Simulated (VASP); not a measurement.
A run of VASP 6.6.1 is set up as follows.

The input INCAR:

```
SYSTEM = CuSn2
PREC = Accurate
ENCUT = 520
EDIFF = 1E-8
ISMEAR = -1
SIGMA = 0.15
LREAL = .False.
LASPH = .True.
NELM = 80
ALGO = Fast
ISIF = 2
LWAVE = .False.
LCHARG = .False.
GGA = PE
LEFG = .True.
NBANDS = 26
```

File KPOINTS:

```
Automatic mesh
0
Gamma
  18 18 18
  0 0 0
```

File POSCAR:

```
CuSn2
1.0
   -1.6073374180      1.6073374180      6.4486847970
    1.6073374180     -1.6073374180      6.4486847970
    1.6073374180      1.6073374180     -6.4486847970
Cu Sn
1 2
Direct
    0.0000000000      0.0000000000      0.0000000000
    0.3621250639      0.3621250639      0.0000000000
    0.6378749361      0.6378749361      0.0000000000
```

Potentials or basis: VASP PAW PBE potentials, release 64 (Cu, Sn_d).

Launch:

```sh
$ cat potpaw_PBE.64/Cu/POTCAR potpaw_PBE.64/Sn_d/POTCAR > POTCAR
$ mpirun -np 1 vasp_std > vasp.out
```

(1) Predict the band gap on the k mesh.

(2) What does it give for the largest force?

(3) What does it give for the pressure?

## Answers

(1) zero (an odd number of electrons rules out a gap without spin polarisation).

(2) 0.016 eV/Å.

(3) 0.0 GPa.

Caveat: without QUAD_EFG the Cq values of the log hold for a quadrupole moment of 1 mb, not for the nuclei; spin-orbit coupling is left out, which moves the levels of the heavy elements.
